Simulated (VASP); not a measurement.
Crystal: NbAs.

```
Nb As
1.0
    -1.72585    1.72585    5.84000
     1.72585   -1.72585    5.84000
     1.72585    1.72585   -5.84000
Nb As
2 2
Cartesian
  0.0000 1.7259 0.0000
  0.0000 0.0000 8.7600
  0.0000 1.7259 4.8589
  0.0000 0.0000 1.9389
```

- Program: VASP 6.6.1
- Task: relaxation of cell and atoms
- Functional: BLYP
- Dispersion: D3(BJ)
- Potentials or basis: VASP PAW PBE potentials, release 64 (Nb_sv, As)
- Cutoff: 600 eV
- k mesh: 11 × 11 × 11
- Occupations: fermi-dirac, width 0.05 eV
- Spin: no spin polarisation

At the start: pressure -2.1 GPa; volume 17.39 Å³/atom.

Q: Where does the relaxation end?

A: Over 7 steps the energy falls by 3.5 meV/atom and the volume is 17.16 Å³/atom (-1.3 %); space group I4_1md (No. 109, to 0.1 Å) before and after.

Step by step:
```csv
step,energy change (eV),largest force (eV/Å),pressure (GPa),volume (Å³)
1,0.0000,0.2964,-2.07,69.58
2,0.0035,0.0537,3.68,67.34
3,-0.0114,0.1394,0.51,68.52
4,-0.0135,0.0254,-0.20,68.78
5,-0.0136,0.0035,-0.11,68.74
6,-0.0141,0.0015,-0.03,68.68
7,-0.0142,0.0004,0.01,68.66
```

Final structure:
```
Nb As
1.0
    -1.72049    1.72049    5.79844
     1.72049   -1.72049    5.79844
     1.72049    1.72049   -5.79844
Nb As
2 2
Direct
  0.49873 0.99873 0.50000
  0.74873 0.74873 0.00000
  0.91727 0.41727 0.50000
  0.16727 0.16727 0.00000
```

Caveat: the dispersion term is far too large for a dense solid, which distorts pressure and volume; the PAW data sets were made with another functional, which shifts forces and pressure a little.
